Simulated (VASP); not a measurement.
A run of VASP 6.6.1 is set up as follows.

Contents of POSCAR:

```
Zr
1.0
   -1.7855375418      1.7855375418      1.7855375418
    1.7855375418     -1.7855375418      1.7855375418
    1.7855375418      1.7855375418     -1.7855375418
Zr
1
Direct
    0.0000000000      0.0000000000      0.0000000000
```

Contents of INCAR.step1:

```
SYSTEM = Zr
PREC = Accurate
ENCUT = 550
ISMEAR = -1
SIGMA = 0.05
LREAL = .FALSE.
LASPH = .TRUE.
NELM = 120
NBANDS = 12
GGA = PE
ALGO = Normal
EDIFF = 1E-5
LWAVE = .TRUE.
LCHARG = .FALSE.
GGA_COMPAT = .FALSE.
```

Contents of INCAR.step2:

```
SYSTEM = Zr
PREC = Accurate
ENCUT = 550
EDIFF = 1E-6
ISMEAR = -1
SIGMA = 0.05
LREAL = .FALSE.
LASPH = .TRUE.
NELM = 120
ALGO = Normal
ISIF = 2
LWAVE = .FALSE.
LCHARG = .TRUE.
METAGGA = R2SCAN
LMIXTAU = .TRUE.
LELF = .TRUE.
LVHAR = .TRUE.
NBANDS = 12
ISTART = 1
GGA_COMPAT = .FALSE.
```

KPOINTS

```
Automatic mesh
0
G
  10 10 10
  0 0 0
```

Potentials or basis: VASP PAW PBE potentials, release 64 (Zr_sv).

Command:

```bash
$ cat potpaw_PBE.64/Zr_sv/POTCAR > POTCAR
$ cp INCAR.step1 INCAR
$ mpirun -np 1 vasp_std > vasp.out
$ cp INCAR.step2 INCAR
$ mpirun -np 1 vasp_std > vasp.out
```

Problem. Estimate the band gap on the k mesh.

Solution. Zero (band 6 reaches 10.31 eV, above the bottom of band 7 at 8.25 eV).

Problem. What does it give for the pressure?

Solution. 0.6 GPa.

Caveat: the PAW data sets were made with another functional, which shifts forces and pressure a little.
